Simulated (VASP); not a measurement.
Set up this calculation in VASP 6.6.1, as the native input.

| Property | Result |
| --- | --- |
| Task | single point |
| Functional | r2SCAN |
| Potentials or basis | VASP PAW PBE potentials, release 64 (Tl_d, Br) |
| Cutoff | 520 eV |
| k mesh | 6 × 6 × 4 |
| Occupations | gaussian, width 0.1 eV |
| Spin | no spin polarisation |
| Dipole correction | no |
| Further INCAR settings | ALGO = Normal; EDIFF = 1e-06; NBANDS = 32 |

Tl2Br3:

```xyz
5
Lattice="4.9389 0.0000 0.0000 -2.4694 4.2772 0.0000 0.0000 0.0000 8.2626" Properties=species:S:1:pos:R:3 pbc="T T T"
Tl    0.0000    2.8515    1.6939
Tl    2.4694    1.4257    6.5687
Br    0.0000    0.0000    0.0000
Br    0.0000    2.8515    5.4466
Br    2.4694    1.4257    2.8160
```

One way to write it, as run:

POSCAR

```
Tl2Br3
1.0
    4.9388732530      0.0000000000      0.0000000000
   -2.4694366265      4.2771897031      0.0000000000
    0.0000000000      0.0000000000      8.2625519868
Tl Br
2 3
Direct
    0.3333333333      0.6666666667      0.2050059565
    0.6666666667      0.3333333333      0.7949940435
    0.0000000000      0.0000000000      0.0000000000
    0.3333333333      0.6666666667      0.6591894640
    0.6666666667      0.3333333333      0.3408105360
```

INCAR.step1

```
PREC = Accurate ; ENCUT = 520
ISMEAR = 0 ; SIGMA = 0.1
LREAL = False ; LASPH = True
NELM = 80 ; NBANDS = 32
GGA = PE ; ALGO = Normal
EDIFF = 1E-4 ; LWAVE = True
LCHARG = False
```

INCAR.step2

```
PREC = Accurate ; ENCUT = 520
EDIFF = 1E-6 ; ISMEAR = 0
SIGMA = 0.1 ; LREAL = False
LASPH = True ; NELM = 80
ALGO = Normal ; ISIF = 2
LWAVE = False ; LCHARG = True
METAGGA = R2SCAN ; LMIXTAU = True
LELF = True ; LVHAR = True
NBANDS = 32 ; ISTART = 1
```

KPOINTS

```
regular mesh
0
Gamma
  6 6 4
```

Potentials or basis: VASP PAW PBE potentials, release 64 (Tl_d, Br).

Command:

```sh
$ cat potpaw_PBE.64/Tl_d/POTCAR potpaw_PBE.64/Br/POTCAR > POTCAR
$ cp INCAR.step1 INCAR
$ mpirun -np 1 vasp_std > vasp.out
$ cp INCAR.step2 INCAR
$ mpirun -np 1 vasp_std > vasp.out
```

It gave:

```yaml
Pressure: -0.2 GPa
Largest_force: 0.021 eV/Å
Band_gap_on_the_k_mesh: zero (an odd number of electrons rules out a gap without spin polarisation)
```

Caveat: the PAW data sets were made with another functional, which shifts forces and pressure a little; spin-orbit coupling is left out, which moves the levels of the heavy elements; an odd number of electrons without spin polarisation forces a metal; a magnetic or distorted state may lie lower.

Run time: 15 min on 1 thread of Intel Xeon 8259CL (shared host), peak memory 0.41 GiB.
